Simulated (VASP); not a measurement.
# Al (Im-3m) in VASP: further runs

Al is run at these levels: PBEsol; tasks: single point, relaxation of cell and atoms.

Program: VASP 6.6.1. These are calculated values, not measurements. Logs are shortened: lines on timing, memory, paths and dates and some standing lists are left out, and cuts for length are marked.

### Step 1. The cell of the first run

The structure is cubic, space group Im-3m (No. 229). The conventional cell has a = 3.213 Å, b = 3.213 Å, c = 3.213 Å, α = 90.00°, β = 90.00°, γ = 90.00°. Al (site symmetry m-3m) has 14 Al at 2.78 to 3.21 Å within 3.7 Å.

### Step 2. Single point, PBEsol

Contents of INCAR:

```
SYSTEM = Al
PREC = Accurate
ENCUT = 520
EDIFF = 1E-6
ISMEAR = 1
SIGMA = 0.05
LREAL = .FALSE.
LASPH = .TRUE.
NELM = 100
ALGO = Normal
ISIF = 2
LWAVE = .FALSE.
LCHARG = .FALSE.
GGA = PS
NBANDS = 8
```

Contents of KPOINTS:

```
Automatic mesh
0
G
  9 9 9
  0 0 0
```

Contents of POSCAR:

```
Al
1.0
    2.7822584417     -0.0000000154     -0.0000000267
   -0.9274194661      2.6231384200     -0.0000000267
   -0.9274194661     -1.3115691715      2.2717045316
Al
1
Direct
    0.0000000000      0.0000000000      0.0000000000
```

Potentials or basis: VASP PAW PBE potentials, release 64 (Al).

On the command line:

```bash
$ cat potpaw_PBE.64/Al/POTCAR > POTCAR
$ mpirun -np 1 vasp_std > vasp.out
```

OUTCAR:

```text
SYSTEM = Al
   PREC = Accurate
   ENCUT = 520
   EDIFF = 1E-6
   ISMEAR = 1
   LREAL = .FALSE.
   LASPH = .TRUE.
   NELM = 100
   ISIF = 2
   GGA = PS

 ion  position               nearest neighbor table
   1  0.000  0.000  0.000-

  LATTYP: Found a body centered cubic cell.
 ALAT       =     3.2126753206

  Lattice vectors:

 A1 = (   2.7822584417,  -0.0000000154,  -0.0000000267)
 A2 = (  -0.9274194661,   2.6231384200,  -0.0000000267)
 A3 = (  -0.9274194661,  -1.3115691715,   2.2717045316)

Analysis of symmetry for initial positions (statically):
=====================================================================
 Subroutine PRICEL returns:
 Original cell was already a primitive cell.

 Routine SETGRP: Setting up the symmetry group for a
 body centered cubic supercell.

 Subroutine GETGRP returns: Found 48 space group operations
 (whereof 48 operations were pure point group operations)
 out of a pool of 48 trial point group operations.

The static configuration has the point symmetry O_h .

Analysis of symmetry for dynamics (positions and initial velocities):
=====================================================================
 Subroutine PRICEL returns:
 Original cell was already a primitive cell.

 Routine SETGRP: Setting up the symmetry group for a
 body centered cubic supercell.

 Subroutine GETGRP returns: Found 48 space group operations
 (whereof 48 operations were pure point group operations)
 out of a pool of 48 trial point group operations.

The dynamic configuration has the point symmetry O_h .

 Subroutine INISYM returns: Found 48 space group operations
 (whereof 48 operations are pure point group operations),
 and found     1 'primitive' translations

----------------------------------------------------------------------------------------

                                     Primitive cell

  volume of cell :      16.5795

  direct lattice vectors                    reciprocal lattice vectors
     2.782258442 -0.000000015 -0.000000027     0.359420244  0.127074246  0.220099043
    -0.927419466  2.623138420 -0.000000027     0.000000004  0.381222738  0.220099043
    -0.927419466 -1.311569171  2.271704532     0.000000004  0.000000006  0.440198097

  length of vectors
     2.782258442  2.782258442  2.782258442     0.440198097  0.440198097  0.440198097

  position of ions in fractional coordinates (direct lattice)
     0.000000000  0.000000000  0.000000000

  ion indices of the primitive-cell ions
   primitive index   ion index
                 1           1

----------------------------------------------------------------------------------------

 KPOINTS: Automatic mesh

Automatic generation of k-mesh.
 Grid dimensions read from file:
 generate k-points for:    9    9    9

 Generating k-lattice:

  Cartesian coordinates                     Fractional coordinates (reciprocal lattice)
     0.039935583  0.014119361  0.024455449     0.111111111  0.000000000  0.000000000
     0.000000000  0.042358082  0.024455449    -0.000000000  0.111111111  0.000000000
     0.000000000  0.000000001  0.048910900    -0.000000000 -0.000000000  0.111111111

  Length of vectors
     0.048910900  0.048910900  0.048910900

  Shift w.r.t. Gamma in fractional coordinates (k-lattice)
     0.000000000  0.000000000  0.000000000

 Subroutine IBZKPT returns following result:
 ===========================================

 Found     35 irreducible k-points:

 Following reciprocal coordinates:
            Coordinates               Weight
  0.000000  0.000000  0.000000      1.000000
  0.111111  0.000000 -0.000000     12.000000
  0.222222  0.000000 -0.000000     12.000000
  0.333333  0.000000  0.000000     12.000000
  0.444444  0.000000 -0.000000     12.000000
  0.111111  0.111111 -0.000000     24.000000
[... 16 lines left out ...]
 -0.333333  0.444444  0.111111     48.000000
 -0.444444 -0.444444  0.111111     24.000000
 [... further k-points ...]
   k-points           NKPTS =     35   k-points in BZ     NKDIM =     35   number of bands    NBANDS=      8
   number of dos      NEDOS =    301   number of ions     NIONS =      1
   total plane-waves  NPLWV =  13824
   dimension x,y,z NGX =    24 NGY =   24 NGZ =   24
   dimension x,y,z NGXF=    48 NGYF=   48 NGZF=   48
   ions per type =               1
   NGX,Y,Z   is equivalent  to a cutoff of  14.34, 14.34, 14.34 a.u.
   NGXF,Y,Z  is equivalent  to a cutoff of  28.68, 28.68, 28.68 a.u.
 SYSTEM =  Al
   PREC   = accura    normal or accurate (medium, high low for compatibility)
   ISTART =      0    job   : 0-new  1-cont  2-samecut
   ICHARG =      2    charge: 1-file 2-atom 10-const
   ISPIN  =      1    spin polarized calculation?
   LNONCOLLINEAR =      F non collinear calculations
   LSORBIT =      F    spin-orbit coupling
   LASPH  =      T    aspherical Exc in radial PAW
   ENCUT  =  520.0 eV  38.22 Ry    6.18 a.u.   5.17  5.17  5.17*2*pi/ulx,y,z
   NELM   =    100;   NELMIN=  2; NELMDL= -5     # of ELM steps
   EDIFF  = 0.1E-05   stopping-criterion for ELM
   LREAL  =      F    real-space projection
   EDIFFG = 0.1E-04   stopping-criterion for IOM
   NSW    =      0    number of steps for IOM
   IBRION =     -1    ionic relax: 0-MD 1-quasi-New 2-CG
   NFREE  =      0    steps in history (QN), initial steepest desc. (CG)
   ISIF   =      2    stress and relaxation
   ISYM   =      2    0-nonsym 1-usesym 2-fastsym
   POTIM  = 0.5000    time-step for ionic-motion
   TEBEG  =    0.0;   TEEND  =   0.0 temperature during run
   PSTRESS=    0.0 pullay stress
   NELECT =       3.0000    total number of electrons
   NUPDOWN=      -1.0000    fix difference up-down
   EMIN   =  10.00;   EMAX   =-10.00  energy-range for DOS
   EFERMI =   0.00;   METHOD = LEGACY
   ISMEAR =     1;   SIGMA  =   0.05  broadening in eV -4-tet -1-fermi 0-gaus
   EFERMI_NEDOS =   21; number of points for ismear=-14 and -15
   IALGO  =     38    algorithm
   IMIX   =      4    mixing-type and parameters
     AMIX     =   0.40;   BMIX     =  1.00
     AMIX_MAG =   1.60;   BMIX_MAG =  1.00
  volume/ion in A,a.u.               =      16.58       111.88
  Fermi-wavevector in a.u.,A,eV,Ry     =   0.925959  1.749809 11.665635  0.857400
  Thomas-Fermi vector in A             =   2.051870
   LORBIT       =      0    0 simple, 1 ext, 2 COOP (PROOUT), +10 PAW based schemes
   GGA     = PS    functional components
   LHFCALC =     F    Hartree Fock is set to
   AEXX    =    0.0000 exact exchange contribution
   IVDW    =     0    specifies the selected vdW correction
   LEPSILON=     F    determine dielectric tensor
   LRPA    =     F    only Hartree local field effects (RPA)
 non-spin polarized calculation
 Methfessel and Paxton  Order N= 1 SIGMA  =   0.05
  energy-cutoff  :      520.00
  volume of cell :       16.58
 maximum number of plane-waves:       462
 NGX is ok and might be reduce to    24
   NGX = 11   NGY = 11   NGZ = 11

 number of electron       3.0000000 magnetization

 Free energy of the ion-electron system (eV)
  ---------------------------------------------------
  ext. energy  EPLUGINS =         0.00000000
  ---------------------------------------------------
  free energy    TOTEN  =        -3.98880550 eV

  energy without entropy =       -3.98909522  energy(sigma->0) =       -3.98890207

 E-fermi :   7.8300     XC(G=0): -10.2431

 val. band max:        7.7919699060   @ k =   0.2222   0.2222   0.2222
 cond. band min:       8.0717607374   @ k =  -0.3333   0.4444   0.1111
 fundamental gap:      0.2797908314
 Fermi energy:         7.8299519359

 k-point     1 :       0.0000    0.0000    0.0000
  band No.  band energies     occupation
      1      -3.1921      2.00000
      2      21.1141      0.00000
      3      21.1141      0.00000
      4      21.1141      0.00000
      5      22.5093      0.00000
      6      22.5093      0.00000
      7      22.5093      0.00000
      8      24.1491      0.00000

 k-point     2 :       0.1111    0.0000   -0.0000
  band No.  band energies     occupation
      1      -2.8382      2.00000
      2      17.8279      0.00000
      3      19.4226      0.00000
      4      19.9327      0.00000
      5      21.3414      0.00000
      6      22.4362      0.00000
      7      23.6949      0.00000
      8      24.3214      0.00000

 k-point     3 :       0.2222    0.0000   -0.0000
  band No.  band energies     occupation
      1      -1.7820      2.00000
      2      13.2765      0.00000
      3      17.7593      0.00000
      4      18.1874      0.00000
      5      19.6979      0.00000
      6      21.0080      0.00000
      7      25.1155      0.00000
      8      25.1226      0.00000

 k-point     4 :       0.3333    0.0000    0.0000
  band No.  band energies     occupation
      1      -0.0388      2.00000
      2       9.0827      0.00000
      3      16.6440      0.00000
      4      16.8951      0.00000
      5      18.5124      0.00000
      6      19.9303      0.00000
      7      26.4498      0.00000
      8      26.9839      0.00000

 k-point     5 :       0.4444    0.0000   -0.0000
  band No.  band energies     occupation
      1       2.3615      2.00000
      2       5.4428      2.00000
      3      16.0878      0.00000
      4      16.2298      0.00000
      5      17.9086      0.00000
      6      19.3452      0.00000
      7      28.0770      0.00000
      8      29.1658      0.00000

 k-point     6 :       0.1111    0.1111   -0.0000
  band No.  band energies     occupation
      1      -2.1332      2.00000
      2      15.5876      0.00000
      3      15.8985      0.00000
      4      18.4282      0.00000
      5      21.7719      0.00000
      6      21.8057      0.00000
      7      24.4854      0.00000
      8      24.8744      0.00000

 k-point     7 :       0.2222    0.1111   -0.0000
  band No.  band energies     occupation
      1      -0.7335      2.00000
      2      11.3436      0.00000
      3      14.2092      0.00000
      4      17.0120      0.00000
      5      20.4530      0.00000
      6      22.3498      0.00000
      7      24.3094      0.00000
      8      27.4839      0.00000

 k-point     8 :       0.3333    0.1111    0.0000
  band No.  band energies     occupation
      1       1.3400      2.00000
      2       7.4323      2.00000
      3      13.2542      0.00000
      4      16.1193      0.00000
      5      19.5580      0.00000
      6      22.1378      0.00000
      7      25.5193      0.00000
      8      29.2396      0.00000

 k-point     9 :       0.4444    0.1111    0.0000
  band No.  band energies     occupation
      1       3.8467      2.00000
      2       4.3078      2.00000
      3      12.9342      0.00000
      4      15.8177      0.00000
      5      19.2509      0.00000
      6      21.9446      0.00000
      7      27.1935      0.00000
      8      28.2598      0.00000

 k-point    10 :       0.2222    0.2222   -0.0000
  band No.  band energies     occupation
      1       0.9968      2.00000
      2       9.7619      0.00000
      3      10.3866      0.00000
      4      15.8880      0.00000
      5      21.7063      0.00000
      6      22.1213      0.00000
      7      27.1160      0.00000
      8      27.2493      0.00000
[... 78 lines left out ...]
 k-point    18 :       0.3333    0.2222    0.1111
  band No.  band energies     occupation
      1       5.1602      2.00000
      2       5.6475      2.00000
      3       8.4802     -0.00000
      4      11.5148      0.00000
      5      25.7363      0.00000
      6      27.1189      0.00000
      7      28.1566      0.00000
      8      29.9777      0.00000

 k-point    19 :      -0.2222    0.2222    0.1111
  band No.  band energies     occupation
      1      -1.4315      2.00000
      2      13.5295      0.00000
      3      15.4933      0.00000
      4      17.8392      0.00000
      5      19.6866      0.00000
      6      21.0101      0.00000
      7      23.8963      0.00000
      8      27.0071      0.00000

 k-point    20 :      -0.3333    0.3333    0.1111
  band No.  band energies     occupation
      1       0.3075      2.00000
      2       9.3979      0.00000
      3      14.2662      0.00000
      4      16.6000      0.00000
      5      19.8972      0.00000
      6      20.7269      0.00000
      7      23.2856      0.00000
      8      28.8667      0.00000

 k-point    21 :      -0.2222    0.3333    0.1111
  band No.  band energies     occupation
      1      -0.0385      2.00000
      2      11.7010      0.00000
      3      12.1960      0.00000
      4      17.8870      0.00000
      5      18.4248      0.00000
      6      20.6660      0.00000
      7      26.2851      0.00000
      8      26.4386      0.00000

 k-point    22 :      -0.4444    0.4444    0.1111
  band No.  band energies     occupation
      1       2.7011      2.00000
      2       5.7763      2.00000
      3      13.6498      0.00000
      4      15.9591      0.00000
      5      19.3045      0.00000
      6      21.2522      0.00000
      7      24.1149      0.00000
      8      26.8771      0.00000

 k-point    23 :      -0.3333    0.4444    0.1111
  band No.  band energies     occupation
      1       2.0244      2.00000
      2       8.0718     -0.00000
      3      11.0219      0.00000
      4      17.2143      0.00000
      5      19.3033      0.00000
      6      20.4584      0.00000
      7      24.6991      0.00000
      8      27.1177      0.00000

 k-point    24 :      -0.4444   -0.4444    0.1111
  band No.  band energies     occupation
      1       4.5037      2.00000
      2       4.9911      2.00000
      3      10.6918      0.00000
      4      16.9116      0.00000
      5      19.2796      0.00000
      6      22.3615      0.00000
      7      22.4521      0.00000
      8      26.6316      0.00000

 [... further k-points ...]
[... 5 lines left out ...]
  --------------------------------------------------------------------------------------
  -------------------------------------------------------------------------------------
  Total        0.0084331      0.0084331      0.0084331     -0.0000000     -0.0000000     -0.0000000
  in kB        0.8149440      0.8149440      0.8149440     -0.0000000     -0.0000000     -0.0000000
  external PRESSURE =       0.8149440 kB  Pullay stress =       0.0000000 kB

 VOLUME and BASIS-vectors are now :
 -----------------------------------------------------------------------------
  energy-cutoff  :      520.00
  volume of cell :       16.58
      direct lattice vectors                 reciprocal lattice vectors
     2.782258442 -0.000000015 -0.000000027     0.359420244  0.127074246  0.220099043
    -0.927419466  2.623138420 -0.000000027     0.000000004  0.381222738  0.220099043
    -0.927419466 -1.311569171  2.271704532     0.000000004  0.000000006  0.440198097

 POSITION                                       TOTAL-FORCE (eV/Angst)
 -----------------------------------------------------------------------------------
      0.00000      0.00000      0.00000         0.000000     -0.000000      0.000000
 -----------------------------------------------------------------------------------
    total drift:                               -0.000000     -0.000000      0.000000

  FREE ENERGIE OF THE ION-ELECTRON SYSTEM (eV)
  ---------------------------------------------------
  free  energy   TOTEN  =        -3.9888054958 eV

  energy  without entropy=       -3.9890952225  energy(sigma->0) =       -3.98890207
```

Wall time 4.6 s (1 thread of Intel Xeon 6975P-C, shared host); peak memory 0.13 GiB.

What came out:

* Free energy: -3.9888 eV
* Pressure: 0.1 GPa

Levels at points of the mesh, in eV from the Fermi level:
```
           k point  band 1  band 2  band 3  band 4  band 5
(0.00, 0.00, 0.00)  -11.02   13.28   13.28   13.28   14.68
```

Caveat: the PAW data sets were made with another functional, which shifts forces and pressure a little.

[end of part 1 of 2]
